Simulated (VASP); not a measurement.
Write the native input for VASP 6.6.1 that does the following.

| Item | Value |
| --- | --- |
| Task | single point |
| Functional | HSE06 |
| Potentials or basis | VASP PAW PBE potentials, release 64 (Zr_sv, O) |
| Cutoff | 520 eV |
| k mesh | 4 × 4 × 4 |
| Occupations | gaussian, width 0.01 eV |
| Spin | no spin polarisation |
| Dipole correction | no |
| Grid for exact exchange (PRECFOCK) | Normal |
| Further INCAR settings | ALGO = Normal; EDIFF = 1e-06; NBANDS = 33 |
| Share of exact exchange | 0.25 |
| Screening parameter | 0.2079 1/Å |

Crystal: ZrO2.

```
Zr O
1.0
     3.60103    0.00000    0.00000
     0.00000    3.60103    0.00000
     0.00000    0.00000    5.38397
Zr O
2 4
Direct
  0.00000 0.00000 0.00000
  0.50000 0.50000 0.50000
  0.00000 0.50000 0.31209
  0.00000 0.50000 0.81209
  0.50000 0.00000 0.68791
  0.50000 0.00000 0.18791
```

This cell differs from its parent crystal: uniaxial z strain +3.0%.

These files were run (other wordings do the same):

POSCAR

```
ZrO2
1.0
    3.6010285391      0.0000000000      0.0000000000
    0.0000000000      3.6010285391      0.0000000000
    0.0000000000      0.0000000000      5.3839746089
Zr O
2 4
Direct
    0.0000000000      0.0000000000      0.0000000000
    0.5000000000      0.5000000000      0.5000000000
    0.0000000000      0.5000000000      0.3120932454
    0.0000000000      0.5000000000      0.8120932454
    0.5000000000      0.0000000000      0.6879067546
    0.5000000000      0.0000000000      0.1879067546
```

INCAR.step1

```
PREC     = Accurate       # precision mode
ENCUT    = 520            # plane-wave cutoff, eV
EDIFF    = 1E-5           # SCF threshold, eV
ISMEAR   = 0              # smearing method
SIGMA    = 0.01           # smearing width, eV
LREAL    = F              # projectors in reciprocal space
LASPH    = T              # aspherical terms in the spheres
NELM     = 120            # most SCF steps
ALGO     = Normal         # electronic algorithm
ISIF     = 2              # what is computed and relaxed
LWAVE    = T              # write WAVECAR
LCHARG   = F              # write CHGCAR
GGA      = PE             # functional
NBANDS   = 33             # bands
GGA_COMPAT= F            
KPAR     = 4
```

INCAR.step2

```
PREC     = Accurate       # precision mode
ENCUT    = 520            # plane-wave cutoff, eV
EDIFF    = 1E-6           # SCF threshold, eV
ISMEAR   = 0              # smearing method
SIGMA    = 0.01           # smearing width, eV
LREAL    = F              # projectors in reciprocal space
LASPH    = T              # aspherical terms in the spheres
NELM     = 120            # most SCF steps
ALGO     = Normal         # electronic algorithm
ISIF     = 2              # what is computed and relaxed
LWAVE    = F              # write WAVECAR
LCHARG   = F              # write CHGCAR
GGA      = PE             # functional
LHFCALC  = T              # exact exchange
HFSCREEN = 0.2079         # screening, 1/A
PRECFOCK = Normal       
ISTART   = 1            
NBANDS   = 33             # bands
GGA_COMPAT= F            
KPAR     = 4
```

KPOINTS

```
regular mesh
0
Gamma
  4 4 4
```

Potentials or basis: VASP PAW PBE potentials, release 64 (Zr_sv, O).

Launch:

```sh
$ cat potpaw_PBE.64/Zr_sv/POTCAR potpaw_PBE.64/O/POTCAR > POTCAR
$ cp INCAR.step1 INCAR
$ mpirun -np 4 vasp_std > vasp.out
$ cp INCAR.step2 INCAR
$ mpirun -np 4 vasp_std > vasp.out
```

It gave:

```yaml
Pressure: -5.5 GPa
Largest_force: 0.040 eV/Å
Band_gap_on_the_k_mesh: 5.76 eV (least direct gap 5.82 eV)
```

Caveat: the k points lie up to 0.44 Å⁻¹ apart; the cell differs from its parent crystal (uniaxial z strain +3.0%); the PAW data sets were made with another functional, which shifts forces and pressure a little.

It took 56 min on 4 MPI ranks on Intel(R) Xeon(R) Platinum 8375C CPU @ 2.90GHz (Ice Lake), on a shared host, peak memory 0.32 GiB a rank.
